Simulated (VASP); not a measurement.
Wanted: the native input for a VASP 6.6.1 run.

| Item | Value |
| --- | --- |
| Task | single point |
| Functional | r2SCAN |
| Potentials or basis | VASP PAW PBE potentials, release 64 (Cd_sv_GW, F) |
| Cutoff | 770 eV |
| k mesh | 9 × 9 × 9 |
| Occupations | fermi-dirac, width 0.05 eV |
| Spin | no spin polarisation |
| Dipole correction | no |
| Further INCAR settings | ALGO = Normal; EDIFF = 1e-06; NBANDS = 24 |

Crystal: CdF2.

```
Cd F
1.0
     0.00000    2.72945    2.72945
     2.72945    0.00000    2.72945
     2.72945    2.72945    0.00000
Cd F
1 2
Cartesian
  0.0000 0.0000 0.0000
  4.0942 4.0942 4.0942
  1.3647 1.3647 1.3647
```

These files were run (other wordings do the same):

POSCAR

```
CdF2
1.0
    0.0000000000      2.7294514339      2.7294514339
    2.7294514339      0.0000000000      2.7294514339
    2.7294514339      2.7294514339      0.0000000000
Cd F
1 2
Direct
    0.0000000000      0.0000000000      0.0000000000
    0.7500000000      0.7500000000      0.7500000000
    0.2500000000      0.2500000000      0.2500000000
```

INCAR.step1

```
SYSTEM = CdF2
  PREC = Accurate
  ENCUT = 770
  ISMEAR = -1
  SIGMA = 0.05
  LREAL = .FALSE.
  LASPH = .TRUE.
  NELM = 120
  NBANDS = 24
  GGA = PE
  ALGO = Normal
  EDIFF = 1E-5
  LWAVE = .TRUE.
  LCHARG = .FALSE.
  GGA_COMPAT = .FALSE.
```

INCAR.step2

```
SYSTEM = CdF2
  PREC = Accurate
  ENCUT = 770
  EDIFF = 1E-6
  ISMEAR = -1
  SIGMA = 0.05
  LREAL = .FALSE.
  LASPH = .TRUE.
  NELM = 120
  ALGO = Normal
  ISIF = 2
  LWAVE = .FALSE.
  LCHARG = .FALSE.
  METAGGA = R2SCAN
  LMIXTAU = .TRUE.
  NBANDS = 24
  ISTART = 1
  GGA_COMPAT = .FALSE.
```

KPOINTS

```
regular mesh
0
G
  9 9 9
  0 0 0
```

Potentials or basis: VASP PAW PBE potentials, release 64 (Cd_sv_GW, F).

Command:

```console
$ cat potpaw_PBE.64/Cd_sv_GW/POTCAR potpaw_PBE.64/F/POTCAR > POTCAR
$ cp INCAR.step1 INCAR
$ mpirun -np 1 vasp_std > vasp.out
$ cp INCAR.step2 INCAR
$ mpirun -np 1 vasp_std > vasp.out
```

It gave:

| Quantity | Value |
| --- | --- |
| Pressure | -4.4 GPa |
| Band gap on the k mesh | 3.67 eV (least direct gap 4.21 eV) |

Caveat: the cell stands under tension; the PAW data sets were made with another functional, which shifts forces and pressure a little; an odd mesh through Γ misses points on the zone boundary, where band edges can lie.

Run time: 2.8 min on 1 thread of Intel(R) Xeon(R) Platinum 8375C CPU @ 2.90GHz (Ice Lake), with other jobs on the host, peak memory 0.26 GiB.
